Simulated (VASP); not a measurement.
# WAu (F-43m) in VASP: further runs

WAu is run at these levels: PBEsol+D4, RPBE+D4, PBE+D3(BJ), PBE+D4; tasks: single point.

All numbers are computed with VASP 6.6.1; they aren't measurements. Logs are shortened: lines on timing, memory, paths and dates and some standing lists are left out, and cuts for length are marked.

### 1 The cell of the first run

Symmetry: F-43m, No. 216, cubic system. The conventional cell has a = 5.719 Å, b = 5.719 Å, c = 5.719 Å, α = 90.00°, β = 90.00°, γ = 90.00°. W (site symmetry -43m) has 4 Au at 2.48 Å within 3.3 Å. Au (site symmetry -43m) has 4 W at 2.48 Å within 3.3 Å.

### 2 Single point, PBEsol+D4

Input file INCAR:

```
SYSTEM = WAu
PREC     = Accurate       ! precision mode
ENCUT    = 520            ! plane-wave cutoff, eV
EDIFF    = 1E-7           ! SCF threshold, eV
ISMEAR   = -1             ! smearing method
SIGMA    = 0.05           ! smearing width, eV
LREAL    = .FALSE.        ! projectors in reciprocal space
LASPH    = .TRUE.         ! aspherical terms in the spheres
NELM     = 100            ! most SCF steps
ALGO     = Fast           ! electronic algorithm
ISIF     = 2              ! what is computed and relaxed
LWAVE    = .FALSE.        ! write WAVECAR
LCHARG   = .FALSE.        ! write CHGCAR
GGA      = PS             ! functional
IVDW     = 13             ! dispersion correction
NBANDS   = 20             ! bands
```

Input file KPOINTS:

```
Automatic mesh
0
G
  8 8 8
  0 0 0
```

Input file POSCAR:

```
WAu
1.0
    0.0000000000      2.8594785415      2.8594785415
    2.8594785415      0.0000000000      2.8594785415
    2.8594785415      2.8594785415      0.0000000000
W Au
1 1
Direct
    0.0000000000      0.0000000000      0.0000000000
    0.7500000000      0.7500000000      0.7500000000
```

Potentials or basis: VASP PAW PBE potentials, release 64 (W_sv, Au).

On the command line:

```bash
cat potpaw_PBE.64/W_sv/POTCAR potpaw_PBE.64/Au/POTCAR > POTCAR
mpirun -np 1 vasp_std > vasp.out
```

OUTCAR:

```text
SYSTEM = WAu
   PREC = Accurate
   ENCUT = 520
   EDIFF = 1E-7
   ISMEAR = -1
   LREAL = .FALSE.
   LASPH = .TRUE.
   NELM = 100
   ISIF = 2
   GGA = PS
   IVDW = 13

 ion  position               nearest neighbor table
   1  0.000  0.000  0.000-   2 2.48   2 2.48   2 2.48   2 2.48
   2  0.750  0.750  0.750-   1 2.48   1 2.48   1 2.48   1 2.48

  LATTYP: Found a face centered cubic cell.
 ALAT       =     5.7189570830

  Lattice vectors:

 A1 = (   0.0000000000,   2.8594785415,   2.8594785415)
 A2 = (   2.8594785415,   0.0000000000,   2.8594785415)
 A3 = (   2.8594785415,   2.8594785415,   0.0000000000)

Analysis of symmetry for initial positions (statically):
=====================================================================
 Subroutine PRICEL returns:
 Original cell was already a primitive cell.

 Routine SETGRP: Setting up the symmetry group for a
 face centered cubic supercell.

 Subroutine GETGRP returns: Found 24 space group operations
 (whereof 24 operations were pure point group operations)
 out of a pool of 48 trial point group operations.

The static configuration has the point symmetry T_d .

Analysis of symmetry for dynamics (positions and initial velocities):
=====================================================================
 Subroutine PRICEL returns:
 Original cell was already a primitive cell.

 Routine SETGRP: Setting up the symmetry group for a
 face centered cubic supercell.

 Subroutine GETGRP returns: Found 24 space group operations
 (whereof 24 operations were pure point group operations)
 out of a pool of 48 trial point group operations.

The dynamic configuration has the point symmetry T_d .

 Subroutine INISYM returns: Found 24 space group operations
 (whereof 24 operations are pure point group operations),
 and found     1 'primitive' translations

----------------------------------------------------------------------------------------

                                     Primitive cell

  volume of cell :      46.7617

  direct lattice vectors                    reciprocal lattice vectors
     0.000000000  2.859478542  2.859478542    -0.174857056  0.174857056  0.174857056
     2.859478542  0.000000000  2.859478542     0.174857056 -0.174857056  0.174857056
     2.859478542  2.859478542  0.000000000     0.174857056  0.174857056 -0.174857056

  length of vectors
     4.043913335  4.043913335  4.043913335     0.302861305  0.302861305  0.302861305

  position of ions in fractional coordinates (direct lattice)
     0.000000000  0.000000000  0.000000000
     0.750000000  0.750000000  0.750000000

  ion indices of the primitive-cell ions
   primitive index   ion index
                 1           1
                 2           2

----------------------------------------------------------------------------------------

 KPOINTS: Automatic mesh

Automatic generation of k-mesh.
 Grid dimensions read from file:
 generate k-points for:    8    8    8

 Generating k-lattice:

  Cartesian coordinates                     Fractional coordinates (reciprocal lattice)
    -0.021857132  0.021857132  0.021857132     0.125000000  0.000000000  0.000000000
     0.021857132 -0.021857132  0.021857132     0.000000000  0.125000000  0.000000000
     0.021857132  0.021857132 -0.021857132     0.000000000  0.000000000  0.125000000

  Length of vectors
     0.037857663  0.037857663  0.037857663

  Shift w.r.t. Gamma in fractional coordinates (k-lattice)
     0.000000000  0.000000000  0.000000000

 Subroutine IBZKPT returns following result:
 ===========================================

 Found     29 irreducible k-points:

 Following reciprocal coordinates:
            Coordinates               Weight
  0.000000  0.000000  0.000000      1.000000
  0.125000  0.000000  0.000000      8.000000
  0.250000  0.000000  0.000000      8.000000
  0.375000  0.000000  0.000000      8.000000
  0.500000  0.000000  0.000000      4.000000
  0.125000  0.125000  0.000000      6.000000
[... 16 lines left out ...]
  0.500000  0.250000  0.125000     48.000000
 -0.375000  0.250000  0.125000     24.000000
 [... further k-points ...]
   k-points           NKPTS =     29   k-points in BZ     NKDIM =     29   number of bands    NBANDS=     20
   number of dos      NEDOS =    301   number of ions     NIONS =      2
   total plane-waves  NPLWV =  27000
   dimension x,y,z NGX =    30 NGY =   30 NGZ =   30
   dimension x,y,z NGXF=    60 NGYF=   60 NGZF=   60
   ions per type =               1   1
   NGX,Y,Z   is equivalent  to a cutoff of  12.33, 12.33, 12.33 a.u.
   NGXF,Y,Z  is equivalent  to a cutoff of  24.67, 24.67, 24.67 a.u.
 SYSTEM =  WAu
   PREC   = accura    normal or accurate (medium, high low for compatibility)
   ISTART =      0    job   : 0-new  1-cont  2-samecut
   ICHARG =      2    charge: 1-file 2-atom 10-const
   ISPIN  =      1    spin polarized calculation?
   LNONCOLLINEAR =      F non collinear calculations
   LSORBIT =      F    spin-orbit coupling
   LASPH  =      T    aspherical Exc in radial PAW
   ENCUT  =  520.0 eV  38.22 Ry    6.18 a.u.   7.52  7.52  7.52*2*pi/ulx,y,z
   NELM   =    100;   NELMIN=  2; NELMDL= -5     # of ELM steps
   EDIFF  = 0.1E-06   stopping-criterion for ELM
   LREAL  =      F    real-space projection
   EDIFFG = 0.1E-05   stopping-criterion for IOM
   NSW    =      0    number of steps for IOM
   IBRION =     -1    ionic relax: 0-MD 1-quasi-New 2-CG
   NFREE  =      0    steps in history (QN), initial steepest desc. (CG)
   ISIF   =      2    stress and relaxation
   ISYM   =      2    0-nonsym 1-usesym 2-fastsym
   POTIM  = 0.5000    time-step for ionic-motion
   TEBEG  =    0.0;   TEEND  =   0.0 temperature during run
   PSTRESS=    0.0 pullay stress
   NELECT =      25.0000    total number of electrons
   NUPDOWN=      -1.0000    fix difference up-down
   EMIN   =  10.00;   EMAX   =-10.00  energy-range for DOS
   EFERMI =   0.00;   METHOD = LEGACY
   ISMEAR =    -1;   SIGMA  =   0.05  broadening in eV -4-tet -1-fermi 0-gaus
   EFERMI_NEDOS =   21; number of points for ismear=-14 and -15
   IALGO  =     68    algorithm
   IMIX   =      4    mixing-type and parameters
     AMIX     =   0.40;   BMIX     =  1.00
     AMIX_MAG =   1.60;   BMIX_MAG =  1.00
  volume/ion in A,a.u.               =      23.38       157.78
  Fermi-wavevector in a.u.,A,eV,Ry     =   1.328693  2.510866 24.020068  1.765425
  Thomas-Fermi vector in A             =   2.457911
   LORBIT       =      0    0 simple, 1 ext, 2 COOP (PROOUT), +10 PAW based schemes
   GGA     = PS    functional components
   LHFCALC =     F    Hartree Fock is set to
   AEXX    =    0.0000 exact exchange contribution
   IVDW    =    13    specifies the selected vdW correction
   LEPSILON=     F    determine dielectric tensor
   LRPA    =     F    only Hartree local field effects (RPA)
 non-spin polarized calculation
 RMM-DIIS sequential band-by-band and
  energy-cutoff  :      520.00
  volume of cell :       46.76
 maximum number of plane-waves:      1283
   NGX = 15   NGY = 15   NGZ = 15

 number of electron      25.0000001 magnetization

 Free energy of the ion-electron system (eV)
  ---------------------------------------------------
  ext. energy  EPLUGINS =         0.00000000
  ---------------------------------------------------
  free energy    TOTEN  =       -13.65936427 eV

  energy without entropy =      -13.64100768  energy(sigma->0) =      -13.65018597

 E-fermi :   5.9972     XC(G=0): -11.0787

 val. band max:        5.9617217605   @ k =  -0.3750   0.2500   0.1250
 cond. band min:       6.0394069979   @ k =   0.3750   0.2500   0.0000
 fundamental gap:      0.0776852374
 Fermi energy:         5.9972165233

 k-point     1 :       0.0000    0.0000    0.0000
  band No.  band energies     occupation
      1     -68.2278      2.00000
      2     -32.4344      2.00000
      3     -32.4344      2.00000
      4     -32.4344      2.00000
      5      -1.8369      2.00000
      6       0.0365      2.00000
[... 12 lines left out ...]
     19      17.3206      0.00000
     20      17.3206      0.00000

 k-point     2 :       0.1250    0.0000    0.0000
  band No.  band energies     occupation
      1     -68.2276      2.00000
      2     -32.4369      2.00000
      3     -32.4342      2.00000
      4     -32.4342      2.00000
      5      -1.5916      2.00000
      6      -0.0651      2.00000
[... 12 lines left out ...]
     19      16.9868      0.00000
     20      17.2166      0.00000

 k-point     3 :       0.2500    0.0000    0.0000
  band No.  band energies     occupation
      1     -68.2272      2.00000
      2     -32.4428      2.00000
      3     -32.4338      2.00000
      4     -32.4338      2.00000
      5      -0.9740      2.00000
      6      -0.1105      2.00000
[... 12 lines left out ...]
     19      15.6895      0.00000
     20      17.7057      0.00000

 k-point     4 :       0.3750    0.0000    0.0000
  band No.  band energies     occupation
      1     -68.2267      2.00000
      2     -32.4487      2.00000
      3     -32.4334      2.00000
      4     -32.4334      2.00000
      5      -0.5144      2.00000
      6      -0.0306      2.00000
[... 12 lines left out ...]
     19      14.6812      0.00000
     20      18.5636      0.00000

 k-point     5 :       0.5000    0.0000    0.0000
  band No.  band energies     occupation
      1     -68.2265      2.00000
      2     -32.4511      2.00000
      3     -32.4332      2.00000
      4     -32.4332      2.00000
      5      -0.4484      2.00000
      6       0.0830      2.00000
[... 12 lines left out ...]
     19      14.5752      0.00000
     20      18.7128      0.00000
[... 353 lines left out ...]
      6      -0.2082      2.00000
[... 12 lines left out ...]
     19      15.6287      0.00000
     20      16.2919      0.00000

 k-point    22 :       0.3750    0.2500    0.1250
  band No.  band energies     occupation
      1     -68.2268      2.00000
      2     -32.4459      2.00000
      3     -32.4348      2.00000
      4     -32.4334      2.00000
      5      -0.5363      2.00000
      6      -0.3212      2.00000
[... 12 lines left out ...]
     19      15.9755      0.00000
     20      16.9822      0.00000

 k-point    23 :       0.5000    0.2500    0.1250
  band No.  band energies     occupation
      1     -68.2264      2.00000
      2     -32.4487      2.00000
      3     -32.4364      2.00000
      4     -32.4331      2.00000
      5      -0.3646      2.00000
      6      -0.2852      2.00000
[... 12 lines left out ...]
     19      16.0083      0.00000
     20      18.4202      0.00000

 k-point    24 :      -0.3750    0.2500    0.1250
  band No.  band energies     occupation
      1     -68.2263      2.00000
      2     -32.4496      2.00000
      3     -32.4372      2.00000
      4     -32.4329      2.00000
      5      -0.3891      2.00000
      6      -0.2038      2.00000
[... 12 lines left out ...]
     19      15.9532      0.00000
     20      19.1874      0.00000

 [... further k-points ...]

------------------------ aborting loop because EDIFF is reached ----------------------------------------

  DFT-D4 for vdW energy calculation

  Edisp (eV):   -0.66686

  FORCE on cell =-STRESS in cart. coord.  units (eV):
  Direction    XX          YY          ZZ          XY          YZ          ZX
  --------------------------------------------------------------------------------------
  -------------------------------------------------------------------------------------
  Total       0.03251     0.03251     0.03251     0.00000     0.00000     0.00000
  in kB       1.11403     1.11403     1.11403     0.00000     0.00000     0.00000
  external pressure =        1.11 kB  Pullay stress =        0.00 kB

 VOLUME and BASIS-vectors are now :
 -----------------------------------------------------------------------------
  energy-cutoff  :      520.00
  volume of cell :       46.76
      direct lattice vectors                 reciprocal lattice vectors
     0.000000000  2.859478542  2.859478542    -0.174857056  0.174857056  0.174857056
     2.859478542  0.000000000  2.859478542     0.174857056 -0.174857056  0.174857056
     2.859478542  2.859478542  0.000000000     0.174857056  0.174857056 -0.174857056

 POSITION                                       TOTAL-FORCE (eV/Angst)
 -----------------------------------------------------------------------------------
      0.00000      0.00000      0.00000        -0.000000      0.000000      0.000000
      4.28922      4.28922      4.28922         0.000000     -0.000000     -0.000000
 -----------------------------------------------------------------------------------
    total drift:                                0.000001      0.000001      0.000001

  FREE ENERGIE OF THE ION-ELECTRON SYSTEM (eV)
  ---------------------------------------------------
  free  energy   TOTEN  =       -14.3262273861 eV

  energy  without entropy=      -14.3078708014  energy(sigma->0) =      -14.31704909
```

It took 37 s on 1 thread of Intel Xeon Platinum 8259CL at 2.50GHz (Skylake/Cascade Lake), shared host; peak memory 0.18 GiB.

What came out:

| Property | Result |
| --- | --- |
| Free energy | -14.3262 eV |
| Pressure | 0.1 GPa |
| Dispersion energy per atom | -0.333 eV |

Levels at points of the mesh, in eV from the Fermi level:
| k point | band 10 | band 11 | band 12 | band 13 | band 14 | band 15 | band 16 | band 17 |
| --- | --- | --- | --- | --- | --- | --- | --- | --- |
| (0.00, 0.00, 0.00) | -5.81 | -0.77 | -0.77 | -0.77 | 1.70 | 1.70 | 8.57 | 11.25 |
| (0.50, 0.00, 0.00) | -5.16 | -1.97 | -0.24 | -0.24 | 1.49 | 1.49 | 2.16 | 8.11 |
| (0.50, 0.50, 0.00) | -4.08 | -2.90 | 0.39 | 1.31 | 1.61 | 1.61 | 2.98 | 3.46 |

Caveat: the PAW data sets were made with another functional, which shifts forces and pressure a little; spin-orbit coupling is left out, which moves the levels of the heavy elements; pairwise dispersion overbinds metals, which lowers pressure and volume.

(Part 1 of 2 ends here.)
